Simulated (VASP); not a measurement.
# Mg (Im-3m) in VASP: further runs

Runs on Mg. Level: RPBE. Tasks: single point.

Everything below comes from runs of VASP 6.6.1. Logs are shortened: lines on timing, memory, paths and dates and some standing lists are left out, and cuts for length are marked.

**1. The cell of the first run**

It takes space group Im-3m (No. 229, cubic). The conventional cell has a = 3.467 Å, b = 3.467 Å, c = 3.467 Å, α = 90.00°, β = 90.00°, γ = 90.00°. Mg (site symmetry m-3m) has 14 Mg at 3.00 to 3.47 Å within 4.0 Å.

**2. Single point, RPBE (volume scaled by 0.88)**

INCAR

```
SYSTEM = Mg
PREC     = Accurate       ! precision mode
ENCUT    = 520            ! plane-wave cutoff, eV
EDIFF    = 1E-6           ! SCF threshold, eV
ISMEAR   = -1             ! smearing method
SIGMA    = 0.1            ! smearing width, eV
LREAL    = .FALSE.        ! projectors in reciprocal space
LASPH    = .TRUE.         ! aspherical terms in the spheres
NELM     = 80             ! most SCF steps
ALGO     = Normal         ! electronic algorithm
ISIF     = 2              ! what is computed and relaxed
LWAVE    = .FALSE.        ! write WAVECAR
LCHARG   = .FALSE.        ! write CHGCAR
GGA      = RP             ! functional
NBANDS   = 7              ! bands
```

KPOINTS

```
regular mesh
0
G
  14 14 14
  0 0 0
```

POSCAR

```
Mg
1.0
   -1.7337388876      1.7337388876      1.7337388876
    1.7337388876     -1.7337388876      1.7337388876
    1.7337388876      1.7337388876     -1.7337388876
Mg
1
Direct
    0.0000000000      0.0000000000      0.0000000000
```

Potentials or basis: VASP PAW PBE potentials, release 64 (Mg).

Command:

```
cat potpaw_PBE.64/Mg/POTCAR > POTCAR
mpirun -np 1 vasp_std > vasp.out
```

OUTCAR:

```text
SYSTEM = Mg
   PREC = Accurate
   ENCUT = 520
   EDIFF = 1E-6
   ISMEAR = -1
   LREAL = .FALSE.
   LASPH = .TRUE.
   NELM = 80
   ISIF = 2
   GGA = RP

 ion  position               nearest neighbor table
   1  0.000  0.000  0.000-

  LATTYP: Found a body centered cubic cell.
 ALAT       =     3.4674777752

  Lattice vectors:

 A1 = (  -1.7337388876,   1.7337388876,   1.7337388876)
 A2 = (   1.7337388876,  -1.7337388876,   1.7337388876)
 A3 = (   1.7337388876,   1.7337388876,  -1.7337388876)

Analysis of symmetry for initial positions (statically):
=====================================================================
 Subroutine PRICEL returns:
 Original cell was already a primitive cell.

 Routine SETGRP: Setting up the symmetry group for a
 body centered cubic supercell.

 Subroutine GETGRP returns: Found 48 space group operations
 (whereof 48 operations were pure point group operations)
 out of a pool of 48 trial point group operations.

The static configuration has the point symmetry O_h .

Analysis of symmetry for dynamics (positions and initial velocities):
=====================================================================
 Subroutine PRICEL returns:
 Original cell was already a primitive cell.

 Routine SETGRP: Setting up the symmetry group for a
 body centered cubic supercell.

 Subroutine GETGRP returns: Found 48 space group operations
 (whereof 48 operations were pure point group operations)
 out of a pool of 48 trial point group operations.

The dynamic configuration has the point symmetry O_h .

 Subroutine INISYM returns: Found 48 space group operations
 (whereof 48 operations are pure point group operations),
 and found     1 'primitive' translations

----------------------------------------------------------------------------------------

                                     Primitive cell

  volume of cell :      20.8454

  direct lattice vectors                    reciprocal lattice vectors
    -1.733738888  1.733738888  1.733738888     0.000000000  0.288394062  0.288394062
     1.733738888 -1.733738888  1.733738888     0.288394062  0.000000000  0.288394062
     1.733738888  1.733738888 -1.733738888     0.288394062  0.288394062  0.000000000

  length of vectors
     3.002923840  3.002923840  3.002923840     0.407850794  0.407850794  0.407850794

  position of ions in fractional coordinates (direct lattice)
     0.000000000  0.000000000  0.000000000

  ion indices of the primitive-cell ions
   primitive index   ion index
                 1           1

----------------------------------------------------------------------------------------

 KPOINTS: regular mesh

Automatic generation of k-mesh.
 Grid dimensions read from file:
 generate k-points for:   14   14   14

 Generating k-lattice:

  Cartesian coordinates                     Fractional coordinates (reciprocal lattice)
     0.000000000  0.020599576  0.020599576     0.071428571  0.000000000  0.000000000
     0.020599576  0.000000000  0.020599576     0.000000000  0.071428571  0.000000000
     0.020599576  0.020599576  0.000000000     0.000000000  0.000000000  0.071428571

  Length of vectors
     0.029132200  0.029132200  0.029132200

  Shift w.r.t. Gamma in fractional coordinates (k-lattice)
     0.000000000  0.000000000  0.000000000

 Subroutine IBZKPT returns following result:
 ===========================================

 Found    104 irreducible k-points:

 Following reciprocal coordinates:
            Coordinates               Weight
  0.000000  0.000000  0.000000      1.000000
  0.071429  0.000000  0.000000     12.000000
  0.142857  0.000000  0.000000     12.000000
  0.214286  0.000000  0.000000     12.000000
  0.285714  0.000000  0.000000     12.000000
  0.357143  0.000000  0.000000     12.000000
[... 16 lines left out ...]
  0.285714  0.285714  0.000000     24.000000
  0.357143  0.285714 -0.000000     24.000000
 [... further k-points ...]
   k-points           NKPTS =    104   k-points in BZ     NKDIM =    104   number of bands    NBANDS=      7
   number of dos      NEDOS =    301   number of ions     NIONS =      1
   total plane-waves  NPLWV =  13824
   dimension x,y,z NGX =    24 NGY =   24 NGZ =   24
   dimension x,y,z NGXF=    48 NGYF=   48 NGZF=   48
   ions per type =               1
   NGX,Y,Z   is equivalent  to a cutoff of  13.29, 13.29, 13.29 a.u.
   NGXF,Y,Z  is equivalent  to a cutoff of  26.57, 26.57, 26.57 a.u.
 SYSTEM =  Mg
   PREC   = accura    normal or accurate (medium, high low for compatibility)
   ISTART =      0    job   : 0-new  1-cont  2-samecut
   ICHARG =      2    charge: 1-file 2-atom 10-const
   ISPIN  =      1    spin polarized calculation?
   LNONCOLLINEAR =      F non collinear calculations
   LSORBIT =      F    spin-orbit coupling
   LASPH  =      T    aspherical Exc in radial PAW
   ENCUT  =  520.0 eV  38.22 Ry    6.18 a.u.   5.58  5.58  5.58*2*pi/ulx,y,z
   NELM   =     80;   NELMIN=  2; NELMDL= -5     # of ELM steps
   EDIFF  = 0.1E-05   stopping-criterion for ELM
   LREAL  =      F    real-space projection
   EDIFFG = 0.1E-04   stopping-criterion for IOM
   NSW    =      0    number of steps for IOM
   IBRION =     -1    ionic relax: 0-MD 1-quasi-New 2-CG
   NFREE  =      0    steps in history (QN), initial steepest desc. (CG)
   ISIF   =      2    stress and relaxation
   ISYM   =      2    0-nonsym 1-usesym 2-fastsym
   POTIM  = 0.5000    time-step for ionic-motion
   TEBEG  =    0.0;   TEEND  =   0.0 temperature during run
   PSTRESS=    0.0 pullay stress
   NELECT =       2.0000    total number of electrons
   NUPDOWN=      -1.0000    fix difference up-down
   EMIN   =  10.00;   EMAX   =-10.00  energy-range for DOS
   EFERMI =   0.00;   METHOD = LEGACY
   ISMEAR =    -1;   SIGMA  =   0.10  broadening in eV -4-tet -1-fermi 0-gaus
   EFERMI_NEDOS =   21; number of points for ismear=-14 and -15
   IALGO  =     38    algorithm
   IMIX   =      4    mixing-type and parameters
     AMIX     =   0.40;   BMIX     =  1.00
     AMIX_MAG =   1.60;   BMIX_MAG =  1.00
  volume/ion in A,a.u.               =      20.85       140.67
  Fermi-wavevector in a.u.,A,eV,Ry     =   0.749459  1.416272  7.642237  0.561689
  Thomas-Fermi vector in A             =   1.845983
   LORBIT       =      0    0 simple, 1 ext, 2 COOP (PROOUT), +10 PAW based schemes
   GGA     = RP    functional components
   LHFCALC =     F    Hartree Fock is set to
   AEXX    =    0.0000 exact exchange contribution
   IVDW    =     0    specifies the selected vdW correction
   LEPSILON=     F    determine dielectric tensor
   LRPA    =     F    only Hartree local field effects (RPA)
 non-spin polarized calculation
  energy-cutoff  :      520.00
  volume of cell :       20.85
 maximum number of plane-waves:       586
   NGX = 11   NGY = 11   NGZ = 11

 number of electron       2.0000000 magnetization

 Free energy of the ion-electron system (eV)
  ---------------------------------------------------
  ext. energy  EPLUGINS =         0.00000000
  ---------------------------------------------------
  free energy    TOTEN  =        -1.27925491 eV

  energy without entropy =       -1.26654634  energy(sigma->0) =       -1.27290062

 E-fermi :   3.3394     XC(G=0):  -8.6934

 val. band max:        3.3114348158   @ k =  -0.4286   0.5000   0.0714
 cond. band min:       3.3415821287   @ k =   0.3571   0.1429   0.1429
 fundamental gap:      0.0301473128
 Fermi energy:         3.3394441555

 k-point     1 :       0.0000    0.0000    0.0000
  band No.  band energies     occupation
      1      -4.0862      2.00000
      2      17.0163      0.00000
      3      17.0163      0.00000
      4      17.0163      0.00000
      5      19.0889      0.00000
      6      19.0889      0.00000
      7      19.9100      0.00000

 k-point     2 :       0.0714    0.0000    0.0000
  band No.  band energies     occupation
      1      -3.9581      2.00000
      2      15.6030      0.00000
      3      16.3616      0.00000
      4      16.5439      0.00000
      5      18.0698      0.00000
      6      18.2194      0.00000
      7      19.9816      0.00000

 k-point     3 :       0.1429    0.0000    0.0000
  band No.  band energies     occupation
      1      -3.5750      2.00000
      2      13.0272      0.00000
      3      15.2389      0.00000
      4      15.7049      0.00000
      5      16.8823      0.00000
      6      17.7426      0.00000
      7      20.2032      0.00000

 k-point     4 :       0.2143    0.0000    0.0000
  band No.  band energies     occupation
      1      -2.9402      2.00000
      2      10.4663      0.00000
      3      14.2013      0.00000
      4      14.9223      0.00000
      5      15.8945      0.00000
      6      17.1828      0.00000
      7      20.7477      0.00000

 k-point     5 :       0.2857    0.0000    0.0000
  band No.  band energies     occupation
      1      -2.0594      2.00000
      2       8.0672      0.00000
      3      13.3631      0.00000
      4      14.2916      0.00000
      5      15.1256      0.00000
      6      16.6017      0.00000
      7      21.5063      0.00000

 k-point     6 :       0.3571    0.0000    0.0000
  band No.  band energies     occupation
      1      -0.9414      2.00000
      2       5.8614      0.00000
      3      12.7547      0.00000
      4      13.8361      0.00000
      5      14.5775      0.00000
      6      16.1165      0.00000
      7      22.2795      0.00000

 k-point     7 :       0.4286    0.0000    0.0000
  band No.  band energies     occupation
      1       0.3957      2.00000
      2       3.8715      0.00973
      3      12.3869      0.00000
      4      13.5619      0.00000
      5      14.2493      0.00000
      6      15.8004      0.00000
      7      23.0936      0.00000
[... 121 lines left out ...]
 k-point    20 :       0.2143    0.2143    0.0000
  band No.  band energies     occupation
      1      -0.6948      2.00000
      2       7.2236      0.00000
      3       8.3197      0.00000
      4      12.9563      0.00000
      5      17.1646      0.00000
      6      18.4508      0.00000
      7      22.2611      0.00000

 k-point    21 :       0.2857    0.2143   -0.0000
  band No.  band energies     occupation
      1       0.5216      2.00000
      2       5.5093      0.00000
      3       7.4969      0.00000
      4      12.5203      0.00000
      5      17.1566      0.00000
      6      19.0823      0.00000
      7      21.8718      0.00000

 k-point    22 :       0.3571    0.2143    0.0000
  band No.  band energies     occupation
      1       1.9152      2.00000
      2       3.7488      0.03282
      3       7.2002      0.00000
      4      12.2992      0.00000
      5      17.0320      0.00000
      6      20.1023      0.00000
      7      21.1519      0.00000

 k-point    23 :       0.2857    0.2857    0.0000
  band No.  band energies     occupation
      1       1.8211      2.00000
      2       4.7684      0.00000
      3       5.9488      0.00000
      4      12.1866      0.00000
      5      17.9944      0.00000
      6      19.0795      0.00000
      7      21.6276      0.00000

 k-point    24 :       0.3571    0.2857   -0.0000
  band No.  band energies     occupation
      1       3.0234      1.91866
      2       3.6569      0.08028
      3       5.5265      0.00000
      4      12.0744      0.00000
      5      18.2342      0.00000
      6      19.5118      0.00000
      7      20.8279      0.00000

 [... further k-points ...]

------------------------ aborting loop because EDIFF is reached ----------------------------------------

  FORCE on cell =-STRESS in cart. coord.  units (eV):
  Direction    XX          YY          ZZ          XY          YZ          ZX
  --------------------------------------------------------------------------------------
  -------------------------------------------------------------------------------------
  Total        0.6932173      0.6932173      0.6932173      0.0000000     -0.0000000      0.0000000
  in kB       53.2805736     53.2805736     53.2805736      0.0000000     -0.0000000      0.0000000
  external PRESSURE =      53.2805736 kB  Pullay stress =       0.0000000 kB

 VOLUME and BASIS-vectors are now :
 -----------------------------------------------------------------------------
  energy-cutoff  :      520.00
  volume of cell :       20.85
      direct lattice vectors                 reciprocal lattice vectors
    -1.733738888  1.733738888  1.733738888     0.000000000  0.288394062  0.288394062
     1.733738888 -1.733738888  1.733738888     0.288394062  0.000000000  0.288394062
     1.733738888  1.733738888 -1.733738888     0.288394062  0.288394062  0.000000000

 POSITION                                       TOTAL-FORCE (eV/Angst)
 -----------------------------------------------------------------------------------
      0.00000      0.00000      0.00000        -0.000000     -0.000000      0.000000
 -----------------------------------------------------------------------------------
    total drift:                                0.000000     -0.000000      0.000000

  FREE ENERGIE OF THE ION-ELECTRON SYSTEM (eV)
  ---------------------------------------------------
  free  energy   TOTEN  =        -1.2792549112 eV

  energy  without entropy=       -1.2665463360  energy(sigma->0) =       -1.27290062
```

Wall time 6.8 s (1 thread of Intel Xeon 6975P-C (Granite Rapids), shared host); peak memory 0.14 GiB.

Results:

```
Free energy            : -1.2793 eV
Pressure               : 5.3 GPa
Band gap on the k mesh : zero (band 1 reaches 7.27 eV, above the bottom of band 2 at 2.42 eV)
```

Levels at points of the mesh, in eV from the Fermi level:
| k point | band 1 | band 2 | band 3 | band 4 |
| --- | --- | --- | --- | --- |
| (0.00, 0.00, 0.00) | -7.43 | 13.68 | 13.68 | 13.68 |
| (0.50, 0.00, 0.00) | -1.71 | -0.92 | 8.92 | 10.13 |
| (0.50, 0.50, 0.50) | 3.93 | 3.93 | 4.12 | 4.12 |

Caveat: the PAW data sets were made with another functional, which shifts forces and pressure a little.

(Part 1 of 3 ends here.)
